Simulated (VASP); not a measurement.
A run of VASP 6.6.1:

Contents of INCAR:

```
SYSTEM = TaSi2
AGGAC = 1.0
AGGAX = 1.0
ALDAC = 0.0
ALDAX = 1.0
ALGO = Normal
EDIFF = 1E-7
EDIFFG = -0.01
ENCUT = 600
GGA = B5
IBRION = 2
ISIF = 3
ISMEAR = -1
LASPH = .True.
LCHARG = .False.
LREAL = .False.
LWAVE = .False.
NELM = 100
NSW = 60
PREC = Accurate
SIGMA = 0.05
```

KPOINTS

```
k-points
0
Gamma
  5 5 3
  0 0 0
```

File POSCAR:

```
TaSi2
1.0
    4.7839000000      0.0000000000      0.0000000000
   -2.3919500000      4.1429789292      0.0000000000
    0.0000000000      0.0000000000      6.5700000000
Ta Si
3 6
Direct
    0.0000000000      0.5000000000      0.3333333333
    0.5000000000      0.5000000000      0.6666666667
    0.5000000000      0.0000000000      0.0000000000
    0.3179400000      0.1589700000      0.3333333333
    0.1589700000      0.8410300000      0.6666666667
    0.8410300000      0.6820600000      0.0000000000
    0.6820600000      0.8410300000      0.3333333333
    0.8410300000      0.1589700000      0.6666666667
    0.1589700000      0.3179400000      0.0000000000
```

Potentials or basis: VASP PAW PBE potentials, release 64 (Ta_pv, Si).

Command:

```sh
$ cat potpaw_PBE.64/Ta_pv/POTCAR potpaw_PBE.64/Si/POTCAR > POTCAR
$ mpirun -np 1 vasp_std > vasp.out
```

Hardware: 1 thread of Intel(R) Xeon(R) 6975P-C (Granite Rapids), with other jobs on the host.

Q: How long does it take, and how much memory?

A: It took 5.7 min on 1 thread of Intel(R) Xeon(R) 6975P-C (Granite Rapids) (shared host), peak memory 0.31 GiB. Counts: scf iterations 77, k points 10, ion steps 9.
